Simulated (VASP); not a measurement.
A run of VASP 6.6.1 is set up as follows.

The input INCAR:

```
SYSTEM = CdS
PREC = Accurate
ENCUT = 520
EDIFF = 1E-6
ISMEAR = -1
SIGMA = 0.05
LREAL = .FALSE.
LASPH = .TRUE.
NELM = 100
ALGO = Normal
ISIF = 2
LWAVE = .FALSE.
LCHARG = .TRUE.
GGA = RP
LELF = .TRUE.
LVHAR = .TRUE.
NBANDS = 26
```

The input KPOINTS:

```
Automatic mesh
0
G
  4 4 3
  0 0 0
```

Contents of POSCAR:

```
CdS
1.0
    4.1500000000      0.0000000000      0.0000000000
   -2.0750000000      3.5940054257      0.0000000000
    0.0000000000      0.0000000000      6.7370000000
Cd S
2 2
Direct
    0.6666666667      0.3333333333      0.5000000000
    0.3333333333      0.6666666667      0.0000000000
    0.6666666667      0.3333333333      0.8750000000
    0.3333333333      0.6666666667      0.3750000000
```

Potentials or basis: VASP PAW PBE potentials, release 64 (Cd, S).

Launch:

```sh
$ cat potpaw_PBE.64/Cd/POTCAR potpaw_PBE.64/S/POTCAR > POTCAR
$ mpirun -np 1 vasp_std > vasp.out
```

Q: Estimate the pressure.

A: 4.7 GPa.

Q: Predict the largest force.

A: 0.060 eV/Å.

Forces on the atoms (eV/Å):
```
Cd   0.000  0.000 -0.060
Cd   0.000  0.000 -0.060
S    0.000  0.000  0.060
S    0.000  0.000  0.060
```

Caveat: the k points lie up to 0.44 Å⁻¹ apart; the PAW data sets were made with another functional, which shifts forces and pressure a little.
